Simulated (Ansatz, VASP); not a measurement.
Given: the input of a run of VASP 6.6.1 on Ge.

The input POSCAR:

```
Ge
1.0
    1.4064019120     -2.6177384622      0.0000000000
    1.4064019120      2.6177384622      0.0000000000
    0.0000000000      0.0000000000      2.7161006002
Ge
1
Direct
    0.5000000000      0.5000000000      0.0000000000
```

File INCAR.step1:

```
ALGO = Normal ; EDIFF = 1E-5
ENCUT = 520 ; GGA = PE
ISIF = 2 ; ISMEAR = -1
LASPH = True ; LCHARG = False
LREAL = False ; LWAVE = True
NBANDS = 13 ; NELM = 60
PREC = Accurate ; SIGMA = 0.05
```

Contents of INCAR.step2:

```
ALGO = Normal ; EDIFF = 1E-6
ENCUT = 520 ; GGA = PE
HFSCREEN = 0.2079 ; ISIF = 2
ISMEAR = -1 ; ISTART = 1
LASPH = True ; LCHARG = False
LHFCALC = True ; LREAL = False
LWAVE = False ; NBANDS = 13
NELM = 60 ; PREC = Accurate
PRECFOCK = Normal ; SIGMA = 0.05
```

File KPOINTS:

```
k-points
0
Gamma
  6 6 6
```

Potentials or basis: VASP PAW PBE potentials, release 64 (Ge_d).

Command:

```bash
$ cat potpaw_PBE.64/Ge_d/POTCAR > POTCAR
$ cp INCAR.step1 INCAR
$ mpirun -np 1 vasp_std > vasp.out
$ cp INCAR.step2 INCAR
$ mpirun -np 1 vasp_std > vasp.out
```

**Question.** Set up the same calculation for Ansatz 0.2.0. Potentials there: Ansatz PAW.

**Answer.** As run (the cutoff follows the program's own potentials):

File input:

```
crystal:
  lattice:
    - [1.406401912, -2.6177384622, 0.0]
    - [1.406401912, 2.6177384622, 0.0]
    - [0.0, 0.0, 2.7161006002]
  atoms:
    - { symbol: Ge, position: [0.5, 0.5, 0.0] }
hamiltonian:
  xc: hse06
  pseudopotentials: { kind: paw }
kpoints:
  mp_grid: { grid: [6, 6, 6] }
scf:
  occupations: { method: fermi_dirac, width: 0.05 }
output:
  forces: true
  stress: true
  eigenvalues: true
```

Both were run:

|  | VASP | Ansatz | Ansatz less VASP |
| --- | --- | --- | --- |
| gap on the k mesh at the Fermi level (eV) | none | none | - |
| pressure (GPa) | -4.1 | -4.3 | -0.21 |
| traceless stress, the component that is largest in VASP (GPa) | 6.77 | 6.78 | +0.007 |

A gap of «none» marks a metal or a gap that the smearing closes. With one functional, cell and mesh, what is left measures potentials, basis and numerics.

The k mesh is coarse, so the values compare programs but aren't converged.
